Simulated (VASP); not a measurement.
A run of VASP 6.6.1 is set up as follows.

Contents of POSCAR:

```
SnTe
1.0
    0.0000000000      3.6586665285      3.6586665285
    3.6586665285      0.0000000000      3.6586665285
    3.6586665285      3.6586665285      0.0000000000
Sn Te
1 1
Direct
    0.0000000000      0.0000000000      0.0000000000
    0.7500000000      0.7500000000      0.7500000000
```

INCAR.step1

```
SYSTEM = SnTe
ALGO = Normal ; EDIFF = 1E-4
ENCUT = 520 ; GGA = PE
ISMEAR = 0 ; LASPH = .TRUE.
LCHARG = .FALSE. ; LREAL = .FALSE.
LWAVE = .TRUE. ; NBANDS = 17
NELM = 100 ; PREC = Accurate
SIGMA = 0.01
```

The input INCAR.step2:

```
SYSTEM = SnTe
ALGO = Normal ; EDIFF = 1E-7
ENCUT = 520 ; ISIF = 2
ISMEAR = 0 ; ISTART = 1
LASPH = .TRUE. ; LCHARG = .TRUE.
LELF = .TRUE. ; LMIXTAU = .TRUE.
LREAL = .FALSE. ; LVHAR = .TRUE.
LWAVE = .FALSE. ; METAGGA = R2SCAN
NBANDS = 17 ; NELM = 100
PREC = Accurate ; SIGMA = 0.01
```

KPOINTS

```
k-points
0
G
  6 6 6
  0 0 0
```

Potentials or basis: VASP PAW PBE potentials, release 64 (Sn_d, Te).

The run is started by

```sh
$ cat potpaw_PBE.64/Sn_d/POTCAR potpaw_PBE.64/Te/POTCAR > POTCAR
$ cp INCAR.step1 INCAR
$ mpirun -np 1 vasp_std > vasp.out
$ cp INCAR.step2 INCAR
$ mpirun -np 1 vasp_std > vasp.out
```

(1) What does it give for the band gap on the k mesh?

(2) Predict the pressure.

Results:

(1) 0.45 eV, indirect (least direct gap 0.94 eV).

(2) -1.5 GPa.

Caveat: the PAW data sets were made with another functional, which shifts forces and pressure a little; spin-orbit coupling is left out, which moves the levels of the heavy elements.
